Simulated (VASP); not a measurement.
# TaO5 (P-6m2) in VASP: single point with PBE

Aim: the single point of TaO5 with PBE.

All numbers are computed with VASP 6.6.1; they aren't measurements. Logs are shortened: lines on timing, memory, paths and dates and some standing lists are left out, and cuts for length are marked.

## 1. The cell of the first run

It takes space group P-6m2 (No. 187, hexagonal). Conventional cell: a = 2.717 Å, b = 2.717 Å, c = 12.946 Å, α = 90.00°, β = 90.00°, γ = 120.00°. Ta (site symmetry -6m2) has 6 O at 2.64 Å and 6 Ta at 2.72 Å within 3.5 Å. O (site symmetry 3m) has 3 Ta at 2.64 Å and 9 O at 2.69 to 2.72 Å within 3.5 Å. Within 3.5 Å of O (site symmetry 3m) lie 12 O at 2.68 to 2.72 Å. Within 3.5 Å of O (site symmetry -6m2) lie 12 O at 2.68 to 2.72 Å.

## 2. Single point, PBE, collinear spin, ferromagnetic start

Input file INCAR:

```
SYSTEM = TaO5
PREC = Accurate ; ENCUT = 520
EDIFF = 1E-6 ; ISMEAR = 0
SIGMA = 0.1 ; LREAL = .FALSE.
LASPH = .TRUE. ; NELM = 150
ALGO = Normal ; ISIF = 2
LWAVE = .FALSE. ; LCHARG = .TRUE.
ISPIN = 2 ; MAGMOM = 1 0 0 0 0 0
LORBIT = 11 ; LMAXMIX = 4
GGA = PE ; LELF = .TRUE.
LVHAR = .TRUE. ; NBANDS = 34
```

Input file KPOINTS:

```
regular mesh
0
G
  6 6 2
  0 0 0
```

Input file POSCAR:

```
TaO5
1.0
    2.7169639300      0.0000000000      0.0000000000
   -1.3584819700      2.3529597900      0.0000000000
    0.0000000000      0.0000000000     12.9463197100
Ta O
1 5
Direct
    0.6666666700      0.3333333300      0.0000000000
    0.0000000000      0.0000000000      0.8363369700
    0.6666666700      0.3333333300      0.6678038200
    0.0000000000      0.0000000000      0.5000000000
    0.6666666700      0.3333333300      0.3321961800
    0.0000000000      0.0000000000      0.1636630300
```

Potentials or basis: VASP PAW PBE potentials, release 64 (Ta_pv, O).

The run is started by

```console
cat potpaw_PBE.64/Ta_pv/POTCAR potpaw_PBE.64/O/POTCAR > POTCAR
mpirun -np 1 vasp_std > vasp.out
```

OUTCAR:

```text
SYSTEM = TaO5
   PREC = Accurate
   ENCUT = 520
   EDIFF = 1E-6
   ISMEAR = 0
   LREAL = .FALSE.
   LASPH = .TRUE.
   NELM = 150
   ISIF = 2
   ISPIN = 2
   LORBIT = 11
   GGA = PE

 ion  position               nearest neighbor table
   1  0.667  0.333  0.000-   2 2.64   6 2.64   2 2.64   6 2.64   2 2.64   6 2.64
   2  0.000  0.000  0.836-   1 2.64   1 2.64   1 2.64
   3  0.667  0.333  0.668-
   4  0.000  0.000  0.500-
   5  0.667  0.333  0.332-
   6  0.000  0.000  0.164-   1 2.64   1 2.64   1 2.64

  LATTYP: Found a hexagonal cell.
 ALAT       =     2.7169639300
 C/A-ratio  =     4.7649950620

  Lattice vectors:

 A1 = (   2.7169639300,   0.0000000000,   0.0000000000)
 A2 = (  -1.3584819700,   2.3529597900,   0.0000000000)
 A3 = (   0.0000000000,   0.0000000000,  12.9463197100)

Analysis of symmetry for initial positions (statically):
=====================================================================
 Subroutine PRICEL returns:
 Original cell was already a primitive cell.

 Routine SETGRP: Setting up the symmetry group for a
 hexagonal supercell.

 Subroutine GETGRP returns: Found 12 space group operations
 (whereof 12 operations were pure point group operations)
 out of a pool of 24 trial point group operations.

The static configuration has the point symmetry D_3h.

Analysis of symmetry for dynamics (positions and initial velocities):
=====================================================================
 Subroutine PRICEL returns:
 Original cell was already a primitive cell.

 Routine SETGRP: Setting up the symmetry group for a
 hexagonal supercell.

 Subroutine GETGRP returns: Found 12 space group operations
 (whereof 12 operations were pure point group operations)
 out of a pool of 24 trial point group operations.

The dynamic configuration has the point symmetry D_3h.

Analysis of structural, dynamic, and magnetic symmetry:
=====================================================================
 Subroutine PRICEL returns:
 Original cell was already a primitive cell.

 Routine SETGRP: Setting up the symmetry group for a
 hexagonal supercell.

 Subroutine GETGRP returns: Found 12 space group operations
 (whereof 12 operations were pure point group operations)
 out of a pool of 24 trial point group operations.

The overall configuration has the point symmetry D_3h.

 Subroutine INISYM returns: Found 12 space group operations
 (whereof 12 operations are pure point group operations),
 and found     1 'primitive' translations

----------------------------------------------------------------------------------------

                                     Primitive cell

  volume of cell :      82.7646

  direct lattice vectors                    reciprocal lattice vectors
     2.716963930  0.000000000  0.000000000     0.368057886  0.212498320  0.000000000
    -1.358481970  2.352959790  0.000000000     0.000000000  0.424996638  0.000000000
     0.000000000  0.000000000 12.946319710     0.000000000  0.000000000  0.077242029

  length of vectors
     2.716963930  2.716963937 12.946319710     0.424996639  0.424996638  0.077242029

  position of ions in fractional coordinates (direct lattice)
     0.666666670  0.333333330  0.000000000
     0.000000000  0.000000000  0.836336970
     0.666666670  0.333333330  0.667803820
     0.000000000  0.000000000  0.500000000
     0.666666670  0.333333330  0.332196180
     0.000000000  0.000000000  0.163663030

  ion indices of the primitive-cell ions
   primitive index   ion index
                 1           1
                 2           2
                 3           3
                 4           4
                 5           5
                 6           6

----------------------------------------------------------------------------------------

 KPOINTS: regular mesh

Automatic generation of k-mesh.
 Grid dimensions read from file:
[... 27 lines left out ...]
  0.333333  0.166667  0.000000     12.000000
  0.333333  0.333333  0.000000      2.000000
  0.000000  0.000000  0.500000      1.000000
  0.166667  0.000000  0.500000      6.000000
  0.333333 -0.000000  0.500000      6.000000
  0.500000  0.000000  0.500000      3.000000
  0.166667  0.166667  0.500000      6.000000
  0.333333  0.166667  0.500000     12.000000
  0.333333  0.333333  0.500000      2.000000
   k-points           NKPTS =     14   k-points in BZ     NKDIM =     14   number of bands    NBANDS=     34
   number of dos      NEDOS =    301   number of ions     NIONS =      6
   total plane-waves  NPLWV =  38400
   dimension x,y,z NGX =    20 NGY =   20 NGZ =   96
   dimension x,y,z NGXF=    40 NGYF=   40 NGZF=  192
   ions per type =               1   5
   NGX,Y,Z   is equivalent  to a cutoff of  12.24, 12.24, 12.33 a.u.
   NGXF,Y,Z  is equivalent  to a cutoff of  24.48, 24.48, 24.66 a.u.
 SYSTEM =  TaO5
   PREC   = accura    normal or accurate (medium, high low for compatibility)
   ISTART =      0    job   : 0-new  1-cont  2-samecut
   ICHARG =      2    charge: 1-file 2-atom 10-const
   ISPIN  =      2    spin polarized calculation?
   LNONCOLLINEAR =      F non collinear calculations
   LSORBIT =      F    spin-orbit coupling
   LASPH  =      T    aspherical Exc in radial PAW
   ENCUT  =  520.0 eV  38.22 Ry    6.18 a.u.   5.05  5.05 24.07*2*pi/ulx,y,z
   NELM   =    150;   NELMIN=  2; NELMDL= -5     # of ELM steps
   EDIFF  = 0.1E-05   stopping-criterion for ELM
   LREAL  =      F    real-space projection
   EDIFFG = 0.1E-04   stopping-criterion for IOM
   NSW    =      0    number of steps for IOM
   IBRION =     -1    ionic relax: 0-MD 1-quasi-New 2-CG
   NFREE  =      0    steps in history (QN), initial steepest desc. (CG)
   ISIF   =      2    stress and relaxation
   ISYM   =      2    0-nonsym 1-usesym 2-fastsym
   POTIM  = 0.5000    time-step for ionic-motion
   TEBEG  =    0.0;   TEEND  =   0.0 temperature during run
   PSTRESS=    0.0 pullay stress
   NELECT =      41.0000    total number of electrons
   NUPDOWN=      -1.0000    fix difference up-down
   EMIN   =  10.00;   EMAX   =-10.00  energy-range for DOS
   EFERMI =   0.00;   METHOD = LEGACY
   ISMEAR =     0;   SIGMA  =   0.10  broadening in eV -4-tet -1-fermi 0-gaus
   EFERMI_NEDOS =   21; number of points for ismear=-14 and -15
   IALGO  =     38    algorithm
   IMIX   =      4    mixing-type and parameters
     AMIX     =   0.40;   BMIX     =  1.00
     AMIX_MAG =   1.60;   BMIX_MAG =  1.00
  volume/ion in A,a.u.               =      13.79        93.09
  Fermi-wavevector in a.u.,A,eV,Ry     =   1.295352  2.447861 22.829725  1.677937
  Thomas-Fermi vector in A             =   2.426877
   LORBIT       =     11    0 simple, 1 ext, 2 COOP (PROOUT), +10 PAW based schemes
   GGA     = PE    functional components
   LHFCALC =     F    Hartree Fock is set to
   AEXX    =    0.0000 exact exchange contribution
   IVDW    =     0    specifies the selected vdW correction
   LEPSILON=     F    determine dielectric tensor
   LRPA    =     F    only Hartree local field effects (RPA)
 spin polarized calculation
 Gauss-broadening in eV      SIGMA  =   0.10
  energy-cutoff  :      520.00
  volume of cell :       82.76
 maximum number of plane-waves:      2271
   NGX = 11   NGY = 11   NGZ = 49

 number of electron      41.0000010 magnetization       0.0005356

 Free energy of the ion-electron system (eV)
  ---------------------------------------------------
  ext. energy  EPLUGINS =         0.00000000
  ---------------------------------------------------
  free energy    TOTEN  =       -24.42788022 eV

  energy without entropy =      -24.36475703  energy(sigma->0) =      -24.39631862

 E-fermi :  -0.8511     XC(G=0): -10.0692

 val. band max:       -0.8624466526   @ k =   0.5000   0.0000   0.0000
 cond. band min:      -0.8391584559   @ k =   0.1667   0.1667   0.5000
 fundamental gap:      0.0232881967
 Fermi energy:        -0.8511077383

 spin component 1

 k-point     1 :       0.0000    0.0000    0.0000
  band No.  band energies     occupation
      1     -35.6954      1.00000
      2     -34.6907      1.00000
      3     -34.6907      1.00000
      4     -18.0117      1.00000
      5     -17.7910      1.00000
      6     -17.6194      1.00000
[... 479 lines left out ...]
     31      12.7089      0.00000
     32      13.8749      0.00000
 Fermi energy:        -0.8511077383

 spin component 2

 k-point     1 :       0.0000    0.0000    0.0000
  band No.  band energies     occupation
      1     -35.6955      1.00000
      2     -34.6907      1.00000
      3     -34.6907      1.00000
      4     -18.0115      1.00000
      5     -17.7906      1.00000
      6     -17.6193      1.00000
[... 479 lines left out ...]
     31      12.7089      0.00000
     32      13.8751      0.00000
 [bands above 32 left out]

------------------------ aborting loop because EDIFF is reached ----------------------------------------

  FORCE on cell =-STRESS in cart. coord.  units (eV):
  Direction    XX          YY          ZZ          XY          YZ          ZX
  --------------------------------------------------------------------------------------
  -------------------------------------------------------------------------------------
  Total       -1.8682069     -1.8682069    -24.4833425      0.0000000      0.0000000      0.0000000
  in kB      -36.1651972    -36.1651974   -473.9544269      0.0000001      0.0000000      0.0000000
  external PRESSURE =    -182.0949405 kB  Pullay stress =       0.0000000 kB

 VOLUME and BASIS-vectors are now :
 -----------------------------------------------------------------------------
  energy-cutoff  :      520.00
  volume of cell :       82.76
      direct lattice vectors                 reciprocal lattice vectors
     2.716963930  0.000000000  0.000000000     0.368057886  0.212498320  0.000000000
    -1.358481970  2.352959790  0.000000000     0.000000000  0.424996638  0.000000000
     0.000000000  0.000000000 12.946319710     0.000000000  0.000000000  0.077242029

 POSITION                                       TOTAL-FORCE (eV/Angst)
 -----------------------------------------------------------------------------------
      1.35848      0.78432      0.00000        -0.000000     -0.000000      0.000000
      0.00000      0.00000     10.82749        -0.000000      0.000000      4.391105
      1.35848      0.78432      8.64560         0.000000     -0.000000     -0.869109
      0.00000      0.00000      6.47316        -0.000000      0.000000      0.000000
      1.35848      0.78432      4.30072        -0.000000      0.000000      0.869109
      0.00000      0.00000      2.11883        -0.000000      0.000000     -4.391105
 -----------------------------------------------------------------------------------
    total drift:                               -0.000036      0.000021      0.000000

  FREE ENERGIE OF THE ION-ELECTRON SYSTEM (eV)
  ---------------------------------------------------
  free  energy   TOTEN  =       -24.4278802157 eV

  energy  without entropy=      -24.3647570294  energy(sigma->0) =      -24.39631862

 total charge

# of ion       s       p       d       tot
------------------------------------------
    1        0.360   6.127   2.338   8.825
    2        1.626   3.021   0.000   4.647
    3        1.641   2.855   0.000   4.496
    4        1.643   2.841   0.000   4.484
    5        1.641   2.855   0.000   4.496
    6        1.626   3.021   0.000   4.647
--------------------------------------------------
tot          8.537  20.721   2.338  31.596

 magnetization (x)

# of ion       s       p       d       tot
------------------------------------------
    1       -0.000  -0.000  -0.000  -0.000
    2       -0.000   0.000   0.000   0.000
    3        0.000   0.000   0.000   0.000
    4        0.000  -0.000   0.000  -0.000
    5        0.000   0.000   0.000   0.000
    6       -0.000   0.000   0.000   0.000
--------------------------------------------------
tot         -0.000   0.000  -0.000   0.000
```

Run time: 91 s. Hardware: 1 thread of Intel Xeon Platinum 8488C (Sapphire Rapids), shared host; peak memory 0.25 GiB.

What came out:

- Free energy: -24.4279 eV
- Pressure: -18.2 GPa
- Largest force: 4.391 eV/Å
- Net moment: 0.00 μB per cell
- Valence electrons inside the program's atomic spheres: Ta 8.82; O 4.65, 4.50, 4.48

Forces in eV/Å, atoms in the order of the input:
```
Ta   0.000  0.000  0.000
O    0.000  0.000  4.391
O    0.000  0.000 -0.869
O    0.000  0.000  0.000
O    0.000  0.000  0.869
O    0.000  0.000 -4.391
```

Stress tensor (GPa, compression positive):
```
 -3.62   0.00   0.00
  0.00  -3.62   0.00
  0.00   0.00 -47.40
```

Levels at points of the mesh, in eV from the Fermi level:
Spin up:
| k point | band 17 | band 18 | band 19 | band 20 | band 21 | band 22 | band 23 | band 24 | band 25 | band 26 |
| --- | --- | --- | --- | --- | --- | --- | --- | --- | --- | --- |
| (0.00, 0.00, 0.00) | 0.39 | 0.39 | 0.42 | 0.42 | 0.65 | 0.65 | 0.70 | 0.70 | 1.10 | 1.10 |
| (0.50, 0.00, 0.00) | -0.82 | -0.52 | -0.36 | -0.11 | -0.06 | -0.01 | 0.12 | 0.37 | 1.52 | 3.94 |
| (0.00, 0.00, 0.50) | 0.36 | 0.36 | 0.46 | 0.46 | 0.61 | 0.61 | 0.73 | 0.73 | 1.10 | 1.10 |
| (0.50, 0.00, 0.50) | -0.57 | -0.54 | -0.27 | -0.22 | -0.20 | -0.02 | 0.18 | 0.35 | 1.53 | 3.94 |
Spin down:
| k point | band 19 | band 20 | band 21 | band 22 | band 23 | band 24 |
| --- | --- | --- | --- | --- | --- | --- |
| (0.00, 0.00, 0.00) | 0.42 | 0.42 | 0.65 | 0.65 | 0.70 | 0.70 |
| (0.50, 0.00, 0.00) | -0.36 | -0.11 | -0.06 | -0.01 | 0.12 | 0.37 |
| (0.00, 0.00, 0.50) | 0.46 | 0.46 | 0.61 | 0.61 | 0.73 | 0.73 |
| (0.50, 0.00, 0.50) | -0.27 | -0.22 | -0.20 | -0.02 | 0.18 | 0.35 |

Caveat: the k points lie up to 0.45 Å⁻¹ apart; spin-orbit coupling is left out, which moves the levels of the heavy elements; forces of over 1 eV/Å act on the atoms, so gaps and moduli don't describe the material at rest.
